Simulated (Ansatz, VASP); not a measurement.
Na: VASP beside Ansatz

```
Na
1.0
    -2.28277    2.28277    2.28277
     2.28277   -2.28277    2.28277
     2.28277    2.28277   -2.28277
Na
1
Direct
  0.00000 0.00000 0.00000
```

Alike in both runs: task single point; functional PBEsol; k mesh 6 × 6 × 6; occupations gaussian, width 0.1 eV; no spin polarisation.

|  | VASP | Ansatz |
| --- | --- | --- |
| version | VASP 6.6.1 | Ansatz 0.2.0 |
| potentials or method | VASP PAW PBE potentials, release 64 (Na_pv), cutoff 520 eV | scalar-relativistic, plane waves, PAW |
| valence electrons in the cell | 7 | 9 |

|  | VASP | Ansatz | Ansatz less VASP |
| --- | --- | --- | --- |
| gap on the k mesh at the Fermi level (eV) | none | none | - |
| pressure (GPa) | -1.2 | -1.2 | 0.00 |

VASP's potentials were made for PBE, not for PBEsol. A gap of «none» marks a metal or a gap that the smearing closes. VASP's potentials hold 7 valence electrons a cell and Ansatz's 9, so a difference there can come from the potentials and not from the codes.
